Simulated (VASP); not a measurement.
K3TaO3, 7 atoms in the cell. The structure is hexagonal, space group P6/mmm (No. 191). The conventional cell has a = 6.354 Å, b = 6.354 Å, c = 5.128 Å, α = 90.00°, β = 90.00°, γ = 120.00°. Within 3.4 Å of K (site symmetry mmm) lie 2 O at 2.56 Å and 2 Ta at 3.18 Å and 4 K at 3.18 Å. Within 4.2 Å of Ta (site symmetry 6/mmm) lie 6 K at 3.18 Å and 12 O at 4.08 Å. O (site symmetry mmm) has 2 K at 2.56 Å and 4 O at 3.18 Å within 3.4 Å. The cell was generated, and may not be a known phase.

| Item | Value |
| --- | --- |
| Program | VASP 6.6.1 |
| Task | relaxation of cell and atoms |
| Functional | PBE |
| Potentials or basis | VASP PAW PBE potentials, release 64 (K_sv, Ta_sv_GW, O) |
| Cutoff | 700 eV |
| k mesh | 2 × 2 × 3 |
| Occupations | gaussian, width 0.15 eV |
| Spin | no spin polarisation |
| Dipole correction | no |
| Further INCAR settings | ALGO = Normal; EDIFF = 1e-07; IBRION = 2; EDIFFG = -0.08; NSW = 36; ISIF = 3 |

Potentials or basis: VASP PAW PBE potentials, release 64 (K_sv, Ta_sv_GW, O).

Run with:

```console
$ cat potpaw_PBE.64/K_sv/POTCAR potpaw_PBE.64/Ta_sv_GW/POTCAR potpaw_PBE.64/O/POTCAR > POTCAR
$ mpirun -np 1 vasp_std > vasp.out
```

Hardware: 1 thread of Intel(R) Xeon(R) Platinum 8259CL CPU @ 2.50GHz (Skylake/Cascade Lake), with other jobs on the host.

How long does it take, and how much memory?

It took 23 min on 1 thread of Intel(R) Xeon(R) Platinum 8259CL CPU @ 2.50GHz (Skylake/Cascade Lake), on a shared host, peak memory 0.45 GiB. Counts: scf iterations 394, k points 4, ion steps 15.
